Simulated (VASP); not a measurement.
# Si3Sn in VASP: a series of runs

Runs on Si3Sn. Level: PBE. Tasks: single point.

Program: VASP 6.6.1. These are calculated values, not measurements. Logs are shortened: lines on timing, memory, paths and dates and some standing lists are left out, and cuts for length are marked.

**1. The cell of the first run**

The structure is orthorhombic, space group Cccm (No. 66). Conventional cell: a = 5.563 Å, b = 7.622 Å, c = 7.506 Å, α = 90.00°, β = 90.00°, γ = 90.00°. Si (site symmetry 2/m) has 4 Si at 2.68 Å and 2 Sn at 2.78 Å within 3.5 Å. Within 3.2 Å of Si (site symmetry 2) lie 4 Si at 2.46 to 3.11 Å and 2 Sn at 2.68 Å. Within 3.5 Å of Sn (site symmetry 2/m) lie 6 Si at 2.68 to 2.78 Å.

**2. Single point, PBE**

The input, INCAR:

```
PREC     = Accurate       # precision mode
ENCUT    = 520            # plane-wave cutoff, eV
EDIFF    = 1E-6           # SCF threshold, eV
ISMEAR   = 0              # smearing method
SIGMA    = 0.1            # smearing width, eV
LREAL    = F              # projectors in reciprocal space
LASPH    = T              # aspherical terms in the spheres
NELM     = 80             # most SCF steps
ALGO     = Normal         # electronic algorithm
ISIF     = 2              # what is computed and relaxed
LWAVE    = F              # write WAVECAR
LCHARG   = F              # write CHGCAR
GGA      = PE             # functional
NBANDS   = 36             # bands
```

The input, KPOINTS:

```
regular mesh
0
Gamma
  4 4 2
```

The input, POSCAR:

```
Si3Sn
1.0
    2.7815231403     -3.8112006213      0.0000000000
    2.7815231403      3.8112006213      0.0000000000
    0.0000000000      0.0000000000      7.5055492263
Si Sn
6 2
Direct
    0.0000000000      0.5000000000      0.0000000000
    0.5000000000      0.0000000000      0.5000000000
    0.2793444322      0.2793444322      0.2500000000
    0.7206555678      0.7206555678      0.7500000000
    0.7206555678      0.7206555678      0.2500000000
    0.2793444322      0.2793444322      0.7500000000
    0.5000000000      0.0000000000      0.0000000000
    0.0000000000      0.5000000000      0.5000000000
```

Potentials or basis: VASP PAW PBE potentials, release 64 (Si, Sn_d).

Started as:

```console
$ cat potpaw_PBE.64/Si/POTCAR potpaw_PBE.64/Sn_d/POTCAR > POTCAR
$ mpirun -np 1 vasp_std > vasp.out
```

OUTCAR:

```text
PREC = Accurate
   ENCUT = 520
   EDIFF = 1E-6
   ISMEAR = 0
   LREAL = F
   LASPH = T
   NELM = 80
   ISIF = 2
   GGA = PE

 ion  position               nearest neighbor table
   1  0.000  0.500  0.000-   3 2.68   4 2.68   5 2.68   6 2.68   7 2.78   7 2.78
   2  0.500  0.000  0.500-   3 2.68   4 2.68   5 2.68   6 2.68   8 2.78   8 2.78
   3  0.279  0.279  0.250-   5 2.46   2 2.68   1 2.68   7 2.68   8 2.68   5 3.11
   4  0.721  0.721  0.750-   6 2.46   2 2.68   1 2.68   7 2.68   8 2.68   6 3.11
   5  0.721  0.721  0.250-   3 2.46   2 2.68   1 2.68   7 2.68   8 2.68   3 3.11
   6  0.279  0.279  0.750-   4 2.46   2 2.68   1 2.68   7 2.68   8 2.68   4 3.11
   7  0.500  0.000  0.000-   3 2.68   4 2.68   5 2.68   6 2.68   1 2.78   1 2.78
   8  0.000  0.500  0.500-   3 2.68   4 2.68   5 2.68   6 2.68   2 2.78   2 2.78

  LATTYP: Found a base centered orthorhombic cell.
 ALAT       =     5.5630462806
 B/A-ratio  =     1.3701847618
 C/A-ratio  =     1.3491797206

  Lattice vectors:

 A1 = (   2.7815231403,  -3.8112006213,   0.0000000000)
 A2 = (   2.7815231403,   3.8112006213,   0.0000000000)
 A3 = (   0.0000000000,   0.0000000000,   7.5055492263)

Analysis of symmetry for initial positions (statically):
=====================================================================
 Subroutine PRICEL returns:
 Original cell was already a primitive cell.

 Routine SETGRP: Setting up the symmetry group for a
 base centered orthorhombic supercell.

 Subroutine GETGRP returns: Found  8 space group operations
 (whereof  4 operations were pure point group operations)
 out of a pool of  8 trial point group operations.

The static configuration has the point symmetry C_2h.
 The point group associated with its full space group is D_2h.

Analysis of symmetry for dynamics (positions and initial velocities):
=====================================================================
 Subroutine PRICEL returns:
 Original cell was already a primitive cell.

 Routine SETGRP: Setting up the symmetry group for a
 base centered orthorhombic supercell.

 Subroutine GETGRP returns: Found  8 space group operations
 (whereof  4 operations were pure point group operations)
 out of a pool of  8 trial point group operations.

The dynamic configuration has the point symmetry C_2h.
 The point group associated with its full space group is D_2h.

 Subroutine INISYM returns: Found  8 space group operations
 (whereof  4 operations are pure point group operations),
 and found     1 'primitive' translations
[... 100 lines left out ...]
   IBRION =     -1    ionic relax: 0-MD 1-quasi-New 2-CG
   NFREE  =      0    steps in history (QN), initial steepest desc. (CG)
   ISIF   =      2    stress and relaxation
   ISYM   =      2    0-nonsym 1-usesym 2-fastsym
   POTIM  = 0.5000    time-step for ionic-motion
   TEBEG  =    0.0;   TEEND  =   0.0 temperature during run
   PSTRESS=    0.0 pullay stress
   NELECT =      52.0000    total number of electrons
   NUPDOWN=      -1.0000    fix difference up-down
   EMIN   =  10.00;   EMAX   =-10.00  energy-range for DOS
   EFERMI =   0.00;   METHOD = LEGACY
   ISMEAR =     0;   SIGMA  =   0.10  broadening in eV -4-tet -1-fermi 0-gaus
   EFERMI_NEDOS =   21; number of points for ismear=-14 and -15
   IALGO  =     38    algorithm
   IMIX   =      4    mixing-type and parameters
     AMIX     =   0.40;   BMIX     =  1.00
     AMIX_MAG =   1.60;   BMIX_MAG =  1.00
  volume/ion in A,a.u.               =      19.89       134.23
  Fermi-wavevector in a.u.,A,eV,Ry     =   1.127605  2.130864 17.299710  1.271493
  Thomas-Fermi vector in A             =   2.264292
   LORBIT       =      0    0 simple, 1 ext, 2 COOP (PROOUT), +10 PAW based schemes
   GGA     = PE    functional components
   LHFCALC =     F    Hartree Fock is set to
   AEXX    =    0.0000 exact exchange contribution
   IVDW    =     0    specifies the selected vdW correction
   LEPSILON=     F    determine dielectric tensor
   LRPA    =     F    only Hartree local field effects (RPA)
 non-spin polarized calculation
 Gauss-broadening in eV      SIGMA  =   0.10
  energy-cutoff  :      520.00
  volume of cell :      159.13
 maximum number of plane-waves:      4298
   NGX = 17   NGY = 17   NGZ = 27

 number of electron      52.0000014 magnetization

 Free energy of the ion-electron system (eV)
  ---------------------------------------------------
  ext. energy  EPLUGINS =         0.00000000
  ---------------------------------------------------
  free energy    TOTEN  =       -36.46764337 eV

  energy without entropy =      -36.45074239  energy(sigma->0) =      -36.45919288

 E-fermi :   7.5612     XC(G=0): -10.2979

 val. band max:        7.5518211169   @ k =   0.0000   0.0000   0.5000
 cond. band min:       7.5946840502   @ k =   0.5000   0.5000   0.0000
 fundamental gap:      0.0428629333
 Fermi energy:         7.5612420325

 k-point     1 :       0.0000    0.0000    0.0000
  band No.  band energies     occupation
      1     -13.8471      2.00000
      2     -13.8439      2.00000
      3     -13.8240      2.00000
      4     -13.8225      2.00000
      5     -13.7763      2.00000
      6     -13.7749      2.00000
[... 535 lines left out ...]
     35      13.3370      0.00000
     36      13.3370      0.00000

------------------------ aborting loop because EDIFF is reached ----------------------------------------

  FORCE on cell =-STRESS in cart. coord.  units (eV):
  Direction    XX          YY          ZZ          XY          YZ          ZX
  --------------------------------------------------------------------------------------
  -------------------------------------------------------------------------------------
  Total        1.5034211     -1.2757937     -0.3403237      0.0000000      0.0000000      0.0000000
  in kB       15.1368066    -12.8449988     -3.4264613      0.0000000      0.0000000      0.0000000
  external PRESSURE =      -0.3782178 kB  Pullay stress =       0.0000000 kB

 VOLUME and BASIS-vectors are now :
 -----------------------------------------------------------------------------
  energy-cutoff  :      520.00
  volume of cell :      159.13
      direct lattice vectors                 reciprocal lattice vectors
     2.781523140 -3.811200621  0.000000000     0.179757627 -0.131192254  0.000000000
     2.781523140  3.811200621  0.000000000     0.179757627  0.131192254  0.000000000
     0.000000000  0.000000000  7.505549226     0.000000000  0.000000000  0.133234753

 POSITION                                       TOTAL-FORCE (eV/Angst)
 -----------------------------------------------------------------------------------
      1.39076      1.90560      0.00000         0.000000      0.000000      0.000000
      1.39076     -1.90560      3.75277         0.000000      0.000000      0.000000
      1.55401      0.00000      1.87639        -0.003750     -0.000000     -0.000000
      4.00904      0.00000      5.62916         0.003750     -0.000000      0.000000
      4.00904      0.00000      1.87639         0.003750     -0.000000      0.000000
      1.55401      0.00000      5.62916        -0.003750     -0.000000     -0.000000
      1.39076     -1.90560      0.00000         0.000000     -0.000000      0.000000
      1.39076      1.90560      3.75277         0.000000     -0.000000      0.000000
 -----------------------------------------------------------------------------------
    total drift:                                0.000000     -0.000000     -0.000000

  FREE ENERGIE OF THE ION-ELECTRON SYSTEM (eV)
  ---------------------------------------------------
  free  energy   TOTEN  =       -36.4676433739 eV

  energy  without entropy=      -36.4507423944  energy(sigma->0) =      -36.45919288
```

stdout:

```text
POSCAR found type information on POSCAR SiSn
 POSCAR found :  2 types and       8 ions
 scaLAPACK will be used
 LDA part: xc-table for (Slater+PW92), standard interpolation
 POSCAR, INCAR and KPOINTS ok, starting setup
 FFT: planning ... GRIDC
 FFT: planning ... GRID_SOFT
 FFT: planning ... GRID
 WAVECAR not read
 entering main loop
```

Wall time 2.3 min (1 thread of AMD EPYC 7R13, shared host); peak memory 0.24 GiB.

Results:

* Free energy: -36.4676 eV
* Pressure: 0.0 GPa
* Largest force: 0.004 eV/Å
* Band gap on the k mesh: zero (band 26 reaches 8.44 eV, above the bottom of band 27 at 7.07 eV)

Forces on the atoms (eV/Å):
```
Si   0.000  0.000  0.000
Si   0.000  0.000  0.000
Si  -0.004  0.000  0.000
Si   0.004  0.000  0.000
Si   0.004  0.000  0.000
Si  -0.004  0.000  0.000
Sn   0.000  0.000  0.000
Sn   0.000  0.000  0.000
```

Caveat: the k points lie up to 0.42 Å⁻¹ apart; spin-orbit coupling is left out, which moves the levels of the heavy elements.

**3. Single point, PBE**

The input, INCAR:

```
SYSTEM = Si3Sn
  ALGO = Normal
  EDIFF = 1E-6
  ENCUT = 520
  GGA = PE
  ISIF = 2
  ISMEAR = 0
  LASPH = .True.
  LCHARG = .False.
  LREAL = .False.
  LWAVE = .False.
  NBANDS = 36
  NELM = 60
  PREC = Accurate
  SIGMA = 0.2
```

The input, KPOINTS:

```
k-points
0
Gamma
  6 6 4
  0 0 0
```

The input, POSCAR:

```
Si3Sn
1.0
    2.7625574089     -2.6921475625      2.6812265707
    2.8004185524      2.6975191881     -2.7086769123
   -0.0162788228      5.3067474434      5.3076770587
Si Sn
6 2
Direct
    0.4999299861      0.5001591974      0.0000111339
    0.0000849498      0.9998583560      0.5000916799
    0.7793654488      0.2796577270      0.2499566745
    0.2205076724      0.7204726861      0.7498689169
    0.2206448895      0.7203669337      0.2495552074
    0.7794012887      0.2795709181      0.7504553519
    0.0000968838      0.0000505364      0.0000507588
    0.4999688807      0.4998636453      0.5000102767
```

Potentials or basis: VASP PAW PBE potentials, release 64 (Si, Sn_d).

Started as:

```console
$ cat potpaw_PBE.64/Si/POTCAR potpaw_PBE.64/Sn_d/POTCAR > POTCAR
$ mpirun -np 1 vasp_std > vasp.out
```

Run time: 13 min. Hardware: 1 thread of AMD EPYC 7R13, shared host; peak memory 0.44 GiB.

It converged, with:

```yaml
Free_energy: -36.6176 eV
Pressure: -0.1 GPa
Largest_force: 0.006 eV/Å
Band_gap_on_the_k_mesh: zero (band 26 reaches 8.20 eV, above the bottom of band 27 at 6.13 eV)
```

Forces in eV/Å, atoms in the order of the input:
```
Si   0.000 -0.001  0.001
Si   0.000  0.000 -0.001
Si   0.005  0.000  0.003
Si  -0.005  0.002 -0.001
Si  -0.005 -0.002  0.000
Si   0.005  0.002  0.000
Sn  -0.001 -0.001 -0.001
Sn   0.001  0.000 -0.001
```

Stress tensor (GPa, compression positive):
```
-0.05 -0.07  0.06
-0.07 -0.10 -0.02
 0.06 -0.02 -0.11
```

Levels at points of the mesh, in eV from the Fermi level:
```
           k point  band 24  band 25  band 26  band 27  band 28  band 29
(0.00, 0.00, 0.00)    -2.41    -2.40    -2.35    -0.26     0.14     1.09
(0.50, 0.00, 0.00)    -0.96    -0.39    -0.09     0.28     0.78     0.81
(0.00, 0.50, 0.00)    -0.99    -0.40    -0.02     0.22     0.78     0.83
(0.50, 0.50, 0.00)     0.07     0.23     0.29     0.32     1.56     1.67
(0.00, 0.00, 0.50)    -1.81    -0.60    -0.58    -0.32    -0.32    -0.02
(0.50, 0.00, 0.50)    -0.70     0.14     0.20     0.82     0.95     1.12
(0.00, 0.50, 0.50)    -0.64     0.20     0.27     0.90     1.04     1.21
(0.50, 0.50, 0.50)    -2.91    -0.75    -0.75     0.72     0.73     3.43
```

Caveat: spin-orbit coupling is left out, which moves the levels of the heavy elements.
